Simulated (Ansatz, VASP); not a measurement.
## One calculation of B25N23, two programs

```
CELL_PARAMETERS angstrom
0.00000 0.00000 8.36126
0.00000 -8.70230 0.00000
7.53642 4.35115 0.00000
ATOMIC_POSITIONS crystal
B 0.00000 0.66667 0.33333
B 0.00000 0.33333 0.16667
B 0.00000 0.50000 0.50000
B 0.00000 0.16667 0.33333
B 0.00000 0.83333 0.16667
B 0.00000 0.66667 0.83333
B 0.00000 0.33333 0.66667
B 0.00000 0.00000 0.50000
B 0.00000 0.50000 0.00000
B 0.00000 0.16667 0.83333
B 0.00000 0.83333 0.66667
B 0.00000 0.00000 0.00000
B 0.50000 0.66667 0.16667
B 0.50000 0.33333 0.00000
B 0.50000 0.50000 0.33333
B 0.50000 0.16667 0.16667
B 0.50000 0.83333 0.00000
B 0.50000 0.66667 0.66667
B 0.50000 0.33333 0.50000
B 0.50000 0.00000 0.33333
B 0.50000 0.50000 0.83333
B 0.50000 0.16667 0.66667
B 0.50000 0.83333 0.50000
B 0.50000 0.00000 0.83333
B 0.00000 0.66667 0.16667
N 0.00000 0.33333 0.00000
N 0.00000 0.50000 0.33333
N 0.00000 0.16667 0.16667
N 0.00000 0.83333 0.00000
N 0.00000 0.66667 0.66667
N 0.00000 0.33333 0.50000
N 0.00000 0.00000 0.33333
N 0.00000 0.50000 0.83333
N 0.00000 0.16667 0.66667
N 0.00000 0.83333 0.50000
N 0.00000 0.00000 0.83333
N 0.50000 0.83333 0.33333
N 0.50000 0.50000 0.16667
N 0.50000 0.66667 0.50000
N 0.50000 0.33333 0.33333
N 0.50000 0.00000 0.16667
N 0.50000 0.83333 0.83333
N 0.50000 0.50000 0.66667
N 0.50000 0.16667 0.50000
N 0.50000 0.66667 0.00000
N 0.50000 0.33333 0.83333
N 0.50000 0.00000 0.66667
N 0.50000 0.16667 0.00000
```

Alike in both runs: task relaxation of the atoms; functional PBE; k mesh 1 × 1 × 1; occupations gaussian, width 0.01 eV; no spin polarisation.

|  | VASP | Ansatz |
| --- | --- | --- |
| version | VASP 6.6.1 | Ansatz 0.2.0 |
| potentials or method | VASP PAW PBE potentials, release 64 (B, N), cutoff 520 eV | scalar-relativistic, plane waves, PAW |
| valence electrons in the cell | 190 | 190 |

|  | VASP | Ansatz | Ansatz less VASP |
| --- | --- | --- | --- |
| gap on the k mesh at the Fermi level, each at its own relaxed structure (eV) | 1.66 | 1.66 | -0.003 |
